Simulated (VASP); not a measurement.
## Ga2Sb2CO: single point with PBE+D3(BJ)

The system is Ga2Sb2CO, a slab with vacuum.

```
CELL_PARAMETERS angstrom
4.33438 0.00000 0.00000
-2.16719 3.75368 0.00000
0.00000 0.00000 23.31974
ATOMIC_POSITIONS crystal
Sb 0.00000 0.00000 0.17153
Sb 0.33333 0.66667 0.33016
Ga 0.33333 0.66667 0.20947
Ga 0.66667 0.33333 0.36320
O 0.88889 0.00000 0.49614
C 0.88889 0.00000 0.54545
```

| Quantity | Value |
| --- | --- |
| Program | VASP 6.6.1 |
| Task | single point |
| Functional | PBE |
| Dispersion | D3(BJ) |
| Potentials or basis | VASP PAW PBE potentials, release 64 (Sb, Ga_d, O, C) |
| Cutoff | 520 eV |
| k mesh | 6 × 6 × 1 |
| Occupations | gaussian, width 0.1 eV |
| Spin | no spin polarisation |

The largest force is 0.668 eV/Å and the band gap on the k mesh is 0.03 eV (least direct gap 0.15 eV). The dispersion energy per atom is -0.167 eV.

Forces in eV/Å, atoms in the order of the input:
```
Sb  -0.002 -0.001  0.157
Sb  -0.004  0.000 -0.019
Ga   0.000  0.000 -0.133
Ga  -0.006  0.001  0.014
O    0.016 -0.001  0.649
C   -0.003  0.000 -0.668
```

Levels at points of the mesh, in eV from the valence-band top:
```
           k point  band 19  band 20  band 21  band 22  band 23  band 24  band 25  band 26  band 27  band 28
(0.00, 0.00, 0.00)    -2.09    -1.12    -1.12     0.00     0.00     0.15     0.88     1.49     1.50     1.79
(0.50, 0.00, 0.00)    -5.65    -2.52    -2.46    -1.30    -1.19     0.41     0.73     1.21     1.35     1.68
(0.00, 0.50, 0.00)    -5.65    -2.52    -2.46    -1.30    -1.19     0.39     0.74     1.20     1.36     1.69
(0.50, 0.50, 0.00)    -5.65    -2.51    -2.46    -1.30    -1.19     0.37     0.76     1.20     1.36     1.68
```

Run time: 3.5 min on 1 thread of Intel(R) Xeon(R) 6975P-C (Granite Rapids) (shared host), peak memory 0.63 GiB.

Caveat: spin-orbit coupling is left out, which moves the levels of the heavy elements.
